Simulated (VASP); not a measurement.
# Cs (Im-3m) in VASP: a series of runs

Cs is run at these levels: LDA; tasks: single point, relaxation of cell and atoms.

Program: VASP 6.6.1. These are calculated values, not measurements. Logs are shortened: lines on timing, memory, paths and dates and some standing lists are left out, and cuts for length are marked.

## 1. The cell of the first run

It takes space group Im-3m (No. 229, cubic). The conventional cell has a = 5.763 Å, b = 5.763 Å, c = 5.763 Å, α = 90.00°, β = 90.00°, γ = 90.00°.

## 2. Single point, LDA

Input file INCAR:

```
ALGO     = Normal         # electronic algorithm
EDIFF    = 1E-6           # SCF threshold, eV
ENCUT    = 520            # plane-wave cutoff, eV
GGA      = CA             # functional
ISIF     = 2              # what is computed and relaxed
ISMEAR   = 0              # smearing method
LASPH    = True           # aspherical terms in the spheres
LCHARG   = False          # write CHGCAR
LREAL    = False          # projectors in reciprocal space
LWAVE    = False          # write WAVECAR
NBANDS   = 10             # bands
NELM     = 100            # most SCF steps
PREC     = Accurate       # precision mode
SIGMA    = 0.1            # smearing width, eV
```

Input file KPOINTS:

```
k-points
0
Gamma
  10 10 10
```

Input file POSCAR:

```
Cs
1.0
   -2.8817122865      2.8817122865      2.8817122865
    2.8817122865     -2.8817122865      2.8817122865
    2.8817122865      2.8817122865     -2.8817122865
Cs
1
Direct
    0.0000000000      0.0000000000      0.0000000000
```

Potentials or basis: VASP PAW LDA potentials, release 64 (Cs_sv).

Started as:

```sh
cat potpaw_LDA.64/Cs_sv/POTCAR > POTCAR
mpirun -np 1 vasp_std > vasp.out
```

OUTCAR:

```text
EDIFF = 1E-6
   ENCUT = 520
   GGA = CA
   ISIF = 2
   ISMEAR = 0
   LASPH = True
   LREAL = False
   NELM = 100
   PREC = Accurate

 ion  position               nearest neighbor table
   1  0.000  0.000  0.000-

  LATTYP: Found a body centered cubic cell.
 ALAT       =     5.7634245730

  Lattice vectors:

 A1 = (  -2.8817122865,   2.8817122865,   2.8817122865)
 A2 = (   2.8817122865,  -2.8817122865,   2.8817122865)
 A3 = (   2.8817122865,   2.8817122865,  -2.8817122865)

Analysis of symmetry for initial positions (statically):
=====================================================================
 Subroutine PRICEL returns:
 Original cell was already a primitive cell.

 Routine SETGRP: Setting up the symmetry group for a
 body centered cubic supercell.

 Subroutine GETGRP returns: Found 48 space group operations
 (whereof 48 operations were pure point group operations)
 out of a pool of 48 trial point group operations.

The static configuration has the point symmetry O_h .

Analysis of symmetry for dynamics (positions and initial velocities):
=====================================================================
 Subroutine PRICEL returns:
 Original cell was already a primitive cell.

 Routine SETGRP: Setting up the symmetry group for a
 body centered cubic supercell.

 Subroutine GETGRP returns: Found 48 space group operations
 (whereof 48 operations were pure point group operations)
 out of a pool of 48 trial point group operations.

The dynamic configuration has the point symmetry O_h .

 Subroutine INISYM returns: Found 48 space group operations
 (whereof 48 operations are pure point group operations),
 and found     1 'primitive' translations

----------------------------------------------------------------------------------------

                                     Primitive cell

  volume of cell :      95.7220

  direct lattice vectors                    reciprocal lattice vectors
    -2.881712286  2.881712286  2.881712286     0.000000000  0.173507953  0.173507953
     2.881712286 -2.881712286  2.881712286     0.173507953  0.000000000  0.173507953
     2.881712286  2.881712286 -2.881712286     0.173507953  0.173507953  0.000000000

  length of vectors
     4.991272093  4.991272093  4.991272093     0.245377300  0.245377300  0.245377300

  position of ions in fractional coordinates (direct lattice)
     0.000000000  0.000000000  0.000000000

  ion indices of the primitive-cell ions
   primitive index   ion index
                 1           1

----------------------------------------------------------------------------------------

 KPOINTS: k-points

Automatic generation of k-mesh.
 Grid dimensions read from file:
 generate k-points for:   10   10   10

 Generating k-lattice:

  Cartesian coordinates                     Fractional coordinates (reciprocal lattice)
     0.000000000  0.017350795  0.017350795     0.100000000  0.000000000  0.000000000
     0.017350795  0.000000000  0.017350795     0.000000000  0.100000000  0.000000000
     0.017350795  0.017350795  0.000000000     0.000000000  0.000000000  0.100000000

  Length of vectors
     0.024537730  0.024537730  0.024537730

  Shift w.r.t. Gamma in fractional coordinates (k-lattice)
     0.000000000  0.000000000  0.000000000

 Subroutine IBZKPT returns following result:
 ===========================================

 Found     47 irreducible k-points:

 Following reciprocal coordinates:
            Coordinates               Weight
  0.000000  0.000000  0.000000      1.000000
  0.100000  0.000000  0.000000     12.000000
  0.200000  0.000000  0.000000     12.000000
  0.300000  0.000000  0.000000     12.000000
  0.400000  0.000000  0.000000     12.000000
  0.500000  0.000000  0.000000      6.000000
[... 16 lines left out ...]
  0.300000  0.300000  0.100000      8.000000
 -0.300000  0.300000  0.100000     24.000000
 [... further k-points ...]
   k-points           NKPTS =     47   k-points in BZ     NKDIM =     47   number of bands    NBANDS=     10
   number of dos      NEDOS =    301   number of ions     NIONS =      1
   total plane-waves  NPLWV =  64000
   dimension x,y,z NGX =    40 NGY =   40 NGZ =   40
   dimension x,y,z NGXF=    80 NGYF=   80 NGZF=   80
   ions per type =               1
   NGX,Y,Z   is equivalent  to a cutoff of  13.32, 13.32, 13.32 a.u.
   NGXF,Y,Z  is equivalent  to a cutoff of  26.65, 26.65, 26.65 a.u.
 SYSTEM =  unknown system
   PREC   = accura    normal or accurate (medium, high low for compatibility)
   ISTART =      0    job   : 0-new  1-cont  2-samecut
   ICHARG =      2    charge: 1-file 2-atom 10-const
   ISPIN  =      1    spin polarized calculation?
   LNONCOLLINEAR =      F non collinear calculations
   LSORBIT =      F    spin-orbit coupling
   LASPH  =      T    aspherical Exc in radial PAW
   ENCUT  =  520.0 eV  38.22 Ry    6.18 a.u.   9.28  9.28  9.28*2*pi/ulx,y,z
   NELM   =    100;   NELMIN=  2; NELMDL= -5     # of ELM steps
   EDIFF  = 0.1E-05   stopping-criterion for ELM
   LREAL  =      F    real-space projection
   EDIFFG = 0.1E-04   stopping-criterion for IOM
   NSW    =      0    number of steps for IOM
   IBRION =     -1    ionic relax: 0-MD 1-quasi-New 2-CG
   NFREE  =      0    steps in history (QN), initial steepest desc. (CG)
   ISIF   =      2    stress and relaxation
   ISYM   =      2    0-nonsym 1-usesym 2-fastsym
   POTIM  = 0.5000    time-step for ionic-motion
   TEBEG  =    0.0;   TEEND  =   0.0 temperature during run
   PSTRESS=    0.0 pullay stress
   NELECT =       9.0000    total number of electrons
   NUPDOWN=      -1.0000    fix difference up-down
   EMIN   =  10.00;   EMAX   =-10.00  energy-range for DOS
   EFERMI =   0.00;   METHOD = LEGACY
   ISMEAR =     0;   SIGMA  =   0.10  broadening in eV -4-tet -1-fermi 0-gaus
   EFERMI_NEDOS =   21; number of points for ismear=-14 and -15
   IALGO  =     38    algorithm
   IMIX   =      4    mixing-type and parameters
     AMIX     =   0.40;   BMIX     =  1.00
     AMIX_MAG =   1.60;   BMIX_MAG =  1.00
  volume/ion in A,a.u.               =      95.72       645.96
  Fermi-wavevector in a.u.,A,eV,Ry     =   0.744421  1.406751  7.539832  0.554162
  Thomas-Fermi vector in A             =   1.839768
   LORBIT       =      0    0 simple, 1 ext, 2 COOP (PROOUT), +10 PAW based schemes
   GGA     = CA    functional components
   LHFCALC =     F    Hartree Fock is set to
   AEXX    =    0.0000 exact exchange contribution
   IVDW    =     0    specifies the selected vdW correction
   LEPSILON=     F    determine dielectric tensor
   LRPA    =     F    only Hartree local field effects (RPA)
 non-spin polarized calculation
 Gauss-broadening in eV      SIGMA  =   0.10
  energy-cutoff  :      520.00
  volume of cell :       95.72
 maximum number of plane-waves:      2608
 NGX is ok and might be reduce to    40
   NGX = 19   NGY = 19   NGZ = 19

 number of electron       8.9999998 magnetization

 Free energy of the ion-electron system (eV)
  ---------------------------------------------------
  ext. energy  EPLUGINS =         0.00000000
  ---------------------------------------------------
  free energy    TOTEN  =        -0.99415352 eV

  energy without entropy =       -0.98528269  energy(sigma->0) =       -0.98971810

 E-fermi :   0.7849     XC(G=0):  -6.0354

 val. band max:        0.7496239858   @ k =   0.4000   0.1000   0.0000
 cond. band min:       0.8058003098   @ k =  -0.3000   0.3000   0.3000
 fundamental gap:      0.0561763240
 Fermi energy:         0.7849258170

 k-point     1 :       0.0000    0.0000    0.0000
  band No.  band energies     occupation
      1     -22.9463      2.00000
      2      -9.6404      2.00000
      3      -9.6404      2.00000
      4      -9.6404      2.00000
      5      -1.0927      2.00000
      6       3.3070      0.00000
      7       3.3070      0.00000
      8       3.3070      0.00000
      9       4.3541      0.00000
     10       4.3541      0.00000

 k-point     2 :       0.1000    0.0000    0.0000
  band No.  band energies     occupation
      1     -22.9447      2.00000
      2      -9.6667      2.00000
      3      -9.6485      2.00000
      4      -9.6405      2.00000
      5      -0.9574      2.00000
      6       3.1726      0.00000
      7       3.1979      0.00000
      8       3.4442      0.00000
      9       4.1540      0.00000
     10       4.3315      0.00000

 k-point     3 :       0.2000    0.0000    0.0000
  band No.  band energies     occupation
      1     -22.9407      2.00000
      2      -9.7338      2.00000
      3      -9.6697      2.00000
      4      -9.6408      2.00000
      5      -0.5787      2.00000
      6       2.7879      0.00000
      7       2.8840      0.00000
      8       3.8486      0.00000
      9       4.1013      0.00000
     10       4.3245      0.00000

 k-point     4 :       0.3000    0.0000    0.0000
  band No.  band energies     occupation
      1     -22.9357      2.00000
      2      -9.8139      2.00000
      3      -9.6955      2.00000
      4      -9.6413      2.00000
      5      -0.0423      2.00000
      6       2.3235      0.00000
      7       2.6029      0.00000
      8       4.2486      0.00000
      9       4.4228      0.00000
     10       4.4985      0.00000
[... 222 lines left out ...]
 k-point    22 :      -0.2000    0.2000    0.1000
  band No.  band energies     occupation
      1     -22.9393      2.00000
      2      -9.7342      2.00000
      3      -9.6783      2.00000
      4      -9.6611      2.00000
      5      -0.4539      2.00000
      6       2.8170      0.00000
      7       2.9671      0.00000
      8       3.5161      0.00000
      9       3.8044      0.00000
     10       4.7257      0.00000

 k-point    23 :       0.3000    0.3000    0.1000
  band No.  band energies     occupation
      1     -22.9290      2.00000
      2      -9.8044      2.00000
      3      -9.8044      2.00000
      4      -9.6954      2.00000
      5       1.6447      0.00000
      6       1.8175      0.00000
      7       1.8175      0.00000
      8       4.0956      0.00000
      9       4.8193      0.00000
     10       4.8193      0.00000

 k-point    24 :      -0.3000    0.3000    0.1000
  band No.  band energies     occupation
      1     -22.9344      2.00000
      2      -9.8102      2.00000
      3      -9.7045      2.00000
      4      -9.6606      2.00000
      5       0.0746      2.00000
      6       2.3092      0.00000
      7       2.7110      0.00000
      8       3.6713      0.00000
      9       4.4463      0.00000
     10       4.7749      0.00000

 [... further k-points ...]

------------------------ aborting loop because EDIFF is reached ----------------------------------------

  FORCE on cell =-STRESS in cart. coord.  units (eV):
  Direction    XX          YY          ZZ          XY          YZ          ZX
  --------------------------------------------------------------------------------------
  -------------------------------------------------------------------------------------
  Total       -0.0111339     -0.0111339     -0.0111339     -0.0000000      0.0000000      0.0000000
  in kB       -0.1863569     -0.1863569     -0.1863569     -0.0000000      0.0000000      0.0000000
  external PRESSURE =      -0.1863569 kB  Pullay stress =       0.0000000 kB

 VOLUME and BASIS-vectors are now :
 -----------------------------------------------------------------------------
  energy-cutoff  :      520.00
  volume of cell :       95.72
      direct lattice vectors                 reciprocal lattice vectors
    -2.881712286  2.881712286  2.881712286     0.000000000  0.173507953  0.173507953
     2.881712286 -2.881712286  2.881712286     0.173507953  0.000000000  0.173507953
     2.881712286  2.881712286 -2.881712286     0.173507953  0.173507953  0.000000000

 POSITION                                       TOTAL-FORCE (eV/Angst)
 -----------------------------------------------------------------------------------
      0.00000      0.00000      0.00000         0.000000      0.000000     -0.000000
 -----------------------------------------------------------------------------------
    total drift:                                0.000000     -0.000000     -0.000000

  FREE ENERGIE OF THE ION-ELECTRON SYSTEM (eV)
  ---------------------------------------------------
  free  energy   TOTEN  =        -0.9941535172 eV

  energy  without entropy=       -0.9852826906  energy(sigma->0) =       -0.98971810
```

Wall time 15 s (1 thread of Intel Xeon 6975P-C, shared host); peak memory 0.21 GiB.

What came out:

```
Free energy : -0.9942 eV
Pressure    : 0.0 GPa
```

Caveat: spin-orbit coupling is left out, which moves the levels of the heavy elements.

## 3. Relaxation of cell and atoms, LDA

Input file INCAR:

```
ALGO = Normal
EDIFF = 1E-7
EDIFFG = -0.005
ENCUT = 600
GGA = CA
IBRION = 2
ISIF = 3
ISMEAR = 0
LASPH = T
LCHARG = F
LREAL = F
LWAVE = F
NELM = 100
NSW = 100
PREC = Accurate
SIGMA = 0.1
```

KPOINTS is that of step 2.

POSCAR is that of step 2.

Potentials or basis: VASP PAW LDA potentials, release 64 (Cs_sv).

Started as:

```sh
cat potpaw_LDA.64/Cs_sv/POTCAR > POTCAR
mpirun -np 1 vasp_std > vasp.out
```

OUTCAR:

```text
EDIFF = 1E-7
   EDIFFG = -0.005
   ENCUT = 600
   GGA = CA
   IBRION = 2
   ISIF = 3
   ISMEAR = 0
   LASPH = T
   LREAL = F
   NELM = 100
   NSW = 100
   PREC = Accurate

 ion  position               nearest neighbor table
   1  0.000  0.000  0.000-

  LATTYP: Found a body centered cubic cell.
 ALAT       =     5.7634245730

  Lattice vectors:

 A1 = (  -2.8817122865,   2.8817122865,   2.8817122865)
[... 445 lines left out ...]
      8       3.6713      0.00000

 [... further k-points ...]

------------------------ aborting loop because EDIFF is reached ----------------------------------------

  FORCE on cell =-STRESS in cart. coord.  units (eV):
  Direction    XX          YY          ZZ          XY          YZ          ZX
  --------------------------------------------------------------------------------------
  -------------------------------------------------------------------------------------
  Total       -0.0043314     -0.0043314     -0.0043314      0.0000000      0.0000000     -0.0000000
  in kB       -0.0724989     -0.0724989     -0.0724989      0.0000000      0.0000000     -0.0000000
  external PRESSURE =      -0.0724989 kB  Pullay stress =       0.0000000 kB

 VOLUME and BASIS-vectors are now :
 -----------------------------------------------------------------------------
  energy-cutoff  :      600.00
  volume of cell :       95.72
      direct lattice vectors                 reciprocal lattice vectors
    -2.881712286  2.881712286  2.881712286     0.000000000  0.173507953  0.173507953
     2.881712286 -2.881712286  2.881712286     0.173507953  0.000000000  0.173507953
     2.881712286  2.881712286 -2.881712286     0.173507953  0.173507953  0.000000000

 POSITION                                       TOTAL-FORCE (eV/Angst)
 -----------------------------------------------------------------------------------
      0.00000      0.00000      0.00000         0.000000      0.000000     -0.000000
 -----------------------------------------------------------------------------------
    total drift:                                0.000000     -0.000000     -0.000000

  FREE ENERGIE OF THE ION-ELECTRON SYSTEM (eV)
  ---------------------------------------------------
  free  energy   TOTEN  =        -0.9942092354 eV

  energy  without entropy=       -0.9853370983  energy(sigma->0) =       -0.98977317

 reached required accuracy - stopping structural energy minimisation
```

OSZICAR:

```text
N       E                     dE             d eps       ncg     rms          rms(c)
DAV:   1     0.558232927853E+02    0.55823E+02   -0.33798E+03   752   0.898E+02
DAV:   2     0.352870321032E+01   -0.52295E+02   -0.51592E+02  1024   0.127E+02
DAV:   3    -0.946095913245E+00   -0.44748E+01   -0.44725E+01   792   0.462E+01
DAV:   4    -0.996283460484E+00   -0.50188E-01   -0.50186E-01  1400   0.600E+00
DAV:   5    -0.996317537529E+00   -0.34077E-04   -0.34077E-04   904   0.965E-02    0.149E-01
DAV:   6    -0.994712596266E+00    0.16049E-02   -0.23283E-03  1248   0.263E-01    0.859E-02
DAV:   7    -0.994183183724E+00    0.52941E-03   -0.29613E-03   936   0.295E-01    0.383E-02
DAV:   8    -0.994208320776E+00   -0.25137E-04   -0.56514E-05  1216   0.648E-02    0.398E-03
DAV:   9    -0.994209095603E+00   -0.77483E-06   -0.85262E-07  1232   0.533E-03    0.212E-03
DAV:  10    -0.994209232974E+00   -0.13737E-06   -0.28952E-07  1128   0.308E-03    0.285E-04
DAV:  11    -0.994209235399E+00   -0.24255E-08   -0.31283E-09   720   0.370E-04
   1 F= -.99420924E+00 E0= -.98977317E+00  d E =-.994209E+00
```

CONTCAR:

```text
Cs
   1.00000000000000
    -2.8817122865000000    2.8817122865000000    2.8817122865000000
     2.8817122865000000   -2.8817122865000000    2.8817122865000000
     2.8817122865000000    2.8817122865000000   -2.8817122865000000
  Cs
     1
Direct
     0.0000000000000000    0.0000000000000000    0.0000000000000000

  0.00000000E+00  0.00000000E+00  0.00000000E+00
```

Run time: 15 s. Hardware: 1 thread of Intel Xeon 6975P-C, shared host; peak memory 0.21 GiB.

Results:

- Free energy: -0.9942 eV
- Pressure after relaxing: 0.0 GPa

Final structure:
```
Cs
1.0
    -2.88171    2.88171    2.88171
     2.88171   -2.88171    2.88171
     2.88171    2.88171   -2.88171
Cs
1
Direct
  0.00000 0.00000 0.00000
```

Caveat: the relaxation stopped at its first step, so nothing moved; spin-orbit coupling is left out, which moves the levels of the heavy elements.
